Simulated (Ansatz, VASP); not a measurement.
## Pd: VASP beside Ansatz

File POSCAR:

```
Pd
1.0
    0.0000000000      2.8673669678      2.8673669678
    2.8673669678      0.0000000000      2.8673669678
    2.8673669678      2.8673669678      0.0000000000
Pd
2
Direct
    0.1250000000      0.1250000000      0.1250000000
    0.8750000000      0.8750000000      0.8750000000
```

INCAR.step1

```
PREC = Accurate
ENCUT = 520
ISMEAR = -1
SIGMA = 0.1
LREAL = F
LASPH = T
NELM = 150
ISPIN = 2
MAGMOM = -0.52 -0.52
LMAXMIX = 4
NBANDS = 21
GGA = PE
ALGO = Normal
EDIFF = 1E-4
LWAVE = T
LCHARG = F
```

The input INCAR.step2:

```
PREC = Accurate
ENCUT = 520
EDIFF = 1E-7
ISMEAR = -1
SIGMA = 0.1
LREAL = F
LASPH = T
NELM = 150
ALGO = Normal
ISIF = 2
LWAVE = F
LCHARG = T
ISPIN = 2
MAGMOM = -0.52 -0.52
LORBIT = 11
LMAXMIX = 4
METAGGA = R2SCAN
LMIXTAU = T
LELF = T
LVHAR = T
NBANDS = 21
ISTART = 1
```

Contents of KPOINTS:

```
Automatic mesh
0
Gamma
  5 5 5
```

Input for Ansatz:

```yaml
crystal:
  lattice:
    - [0.0, 2.8673669678, 2.8673669678]
    - [2.8673669678, 0.0, 2.8673669678]
    - [2.8673669678, 2.8673669678, 0.0]
  atoms:
    - { symbol: Pd, position: [0.125, 0.125, 0.125], spin: -0.52 }
    - { symbol: Pd, position: [0.875, 0.875, 0.875], spin: -0.52 }
hamiltonian:
  xc: r2scan
  pseudopotentials:
    kind: paw
    azcp:
      Pd: "pseudopotentials/Pd.paw.azcp"
basis:
  ecutwfc: 500
  fft_grid_basis: typed
kpoints:
  mp_grid: { grid: [5, 5, 5], shift: [0, 0, 0] }
magnetization:
  spin_polarized: true
scf:
  occupations: { method: fermi_dirac, width: 0.1 }
```

Alike in both runs: task single point; functional r2SCAN; k mesh 5 × 5 × 5; occupations fermi-dirac, width 0.1 eV; collinear spin.

```csv
,VASP,Ansatz
version,VASP 6.6.1,Ansatz 0.2.0
potentials or method,"VASP PAW PBE potentials, release 64 (Pd), cutoff 520 eV","plane waves (500 eV) with PAW, scalar-relativistic"
valence electrons in the cell,20,36
```

|  | VASP | Ansatz | Ansatz less VASP |
| --- | --- | --- | --- |
| net moment per atom (μB) | 0.45 | 0.45 | -0.003 |
| size of the moment on the site where the two differ most (μB) | 0.45 | 0.45 | +0.005 |

VASP's potentials were made for PBE, not for r2SCAN. Site moments also hang on the region over which each program counts them. VASP's potentials hold 20 valence electrons a cell and Ansatz's 36, so a difference there can come from the potentials and not from the codes. Ansatz's warnings: stability check not made.

The k mesh is coarse, so the values compare programs but aren't converged.
